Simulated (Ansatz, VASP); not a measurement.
**One calculation of TlBr, two programs**

```
Tl Br
1.0
     3.99644    0.00000    0.00000
     0.00000    3.99644    0.00000
     0.00000    0.00000    3.99644
Tl Br
1 1
Direct
  0.00000 0.00000 0.00000
  0.50000 0.50000 0.50000
```

Change from the starting cell: unstrained.

Alike in both runs: task single point; functional r2SCAN; k mesh 6 × 6 × 6; no spin polarisation.

```csv
,VASP,Ansatz
version,VASP 6.6.1,Ansatz 0.2.0
potentials or method,"VASP PAW PBE potentials, release 64 (Tl_d, Br)","PAW with Ansatz's default frozen-core files, scalar-relativistic"
plane-wave cutoff (eV),550,500
occupations,"gaussian, width 0.01 eV",fixed
valence electrons in the cell,20,20
```

```csv
,VASP,Ansatz,Ansatz less VASP
gap on the k mesh at the Fermi level (eV),2.33,2.33,-0.006
pressure (GPa),0.0,0.0,+0.03
```

VASP's potentials were made for PBE, not for r2SCAN.

Spin-orbit coupling is off throughout.
